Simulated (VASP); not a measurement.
Wanted: the native input for a VASP 6.6.1 run.

```
Task                   : single point
Functional             : PBE
Potentials or basis    : VASP PAW PBE potentials, release 64 (Sn_d, O)
Cutoff                 : 520 eV
k mesh                 : 12 × 12 × 12
Occupations            : gaussian, width 0.05 eV
Spin                   : no spin polarisation
Dipole correction      : no
Further INCAR settings : ALGO = Normal; EDIFF = 1e-06; NBANDS = 20
```

The structure of SnO2 lies in POSCAR:

```
SnO2
1.0
    1.6310229378      0.9416715322      4.9616252294
   -1.6310229378      0.9416715322      4.9616252294
    0.0000000000     -1.8833430644      4.9616252294
Sn O
1 2
Direct
    0.5000000000      0.5000000000      0.5000000000
    0.2521652253      0.2521652253      0.2521652253
    0.7478347747      0.7478347747      0.7478347747
```

One way to write it, as run:

INCAR

```
SYSTEM = SnO2
ALGO = Normal
EDIFF = 1E-6
ENCUT = 520
GGA = PE
ISIF = 2
ISMEAR = 0
LASPH = .TRUE.
LCHARG = .TRUE.
LELF = .TRUE.
LREAL = .FALSE.
LVHAR = .TRUE.
LWAVE = .FALSE.
NBANDS = 20
NELM = 80
PREC = Accurate
SIGMA = 0.05
```

KPOINTS

```
k-points
0
G
  12 12 12
  0 0 0
```

Potentials or basis: VASP PAW PBE potentials, release 64 (Sn_d, O).

Launch:

```console
$ cat potpaw_PBE.64/Sn_d/POTCAR potpaw_PBE.64/O/POTCAR > POTCAR
$ mpirun -np 1 vasp_std > vasp.out
```

It gave:

```yaml
Pressure: -16.2 GPa
Largest_force: 2.984 eV/Å
Band_gap_on_the_k_mesh: 1.24 eV, indirect (least direct gap 1.25 eV)
```

Caveat: spin-orbit coupling is left out, which moves the levels of the heavy elements; forces of over 1 eV/Å act on the atoms, so gaps and moduli don't describe the material at rest.

Wall time 5.5 min on 1 thread of Intel Xeon 6975P-C (shared host), peak memory 0.34 GiB.
